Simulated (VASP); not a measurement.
**W: single point with PBE**

Crystal: W.

```
W
1.0
    -1.58234    1.58234    1.58234
     1.58234   -1.58234    1.58234
     1.58234    1.58234   -1.58234
W
1
Direct
  0.00000 0.00000 0.00000
```

```
Program             : VASP 6.6.1
Task                : single point
Functional          : PBE
Potentials or basis : VASP PAW PBE potentials, release 64 (W_sv)
Cutoff              : 500 eV
k mesh              : 12 × 12 × 12
Occupations         : methfessel-paxton, width 0.025 eV
Spin                : no spin polarisation
```

```json
{"Pressure": "6.7 GPa", "Band gap on the k mesh": "zero (bands 7 and 8 overlap by 6.39 eV)"}
```

Levels at points of the mesh, in eV from the Fermi level:
```csv
k point,band 4,band 5,band 6,band 7,band 8,band 9,band 10,band 11
"(0.00, 0.00, 0.00)",-37.64,-9.52,-1.12,-1.12,-1.12,2.38,2.38,14.64
"(0.50, 0.00, 0.00)",-37.65,-6.16,-3.45,0.80,2.27,3.25,6.26,11.20
"(0.50, 0.50, 0.50)",-38.54,-5.72,-5.72,5.28,5.28,5.28,8.37,8.37
```

Run time: 6.5 s on 1 thread of Intel(R) Xeon(R) Platinum 8488C (Sapphire Rapids), on a shared host, peak memory 0.13 GiB.

Caveat: the cell stands under pressure; spin-orbit coupling is left out, which moves the levels of the heavy elements.
